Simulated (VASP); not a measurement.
A run of VASP 6.6.1 is set up as follows.

INCAR

```
PREC = Accurate ; ENCUT = 520
EDIFF = 1E-7 ; ISMEAR = 0
SIGMA = 0.02 ; LREAL = F
LASPH = T ; NELM = 100
ALGO = Normal ; ISIF = 2
LWAVE = F ; LCHARG = T
GGA = PS ; LELF = T
LVHAR = T ; NBANDS = 26
```

The input KPOINTS:

```
regular mesh
0
Gamma
  10 10 10
```

File POSCAR:

```
Al2InAs3
1.0
   -2.0750727000      2.0750727000      8.8307467000
    2.0750727000     -2.0750727000      8.8307467000
    2.0750727000      2.0750727000     -8.8307467000
Al In As
2 1 3
Direct
    0.8293350000      0.8293350000      0.0000000000
    0.1706650000      0.1706650000      0.0000000000
    0.5000000000      0.5000000000      0.0000000000
    0.4073040000      0.9073040000      0.5000000000
    0.0926960000      0.5926960000      0.5000000000
    0.7500000000      0.2500000000      0.5000000000
```

Potentials or basis: VASP PAW PBE potentials, release 64 (Al, In_d, As).

The run is started by

```sh
$ cat potpaw_PBE.64/Al/POTCAR potpaw_PBE.64/In_d/POTCAR potpaw_PBE.64/As/POTCAR > POTCAR
$ mpirun -np 1 vasp_std > vasp.out
```

Q: Estimate the band gap on the k mesh.

A: 0.77 eV.

Q: Estimate the largest force.

A: 0.103 eV/Å.

Forces in eV/Å, atoms in the order of the input:
```
Al   0.000  0.000  0.003
Al   0.000  0.000 -0.003
In   0.000  0.000  0.000
As   0.000  0.000  0.103
As   0.000  0.000 -0.103
As   0.000  0.000  0.000
```

Caveat: the PAW data sets were made with another functional, which shifts forces and pressure a little; spin-orbit coupling is left out, which moves the levels of the heavy elements. A k mesh can miss the band edges.
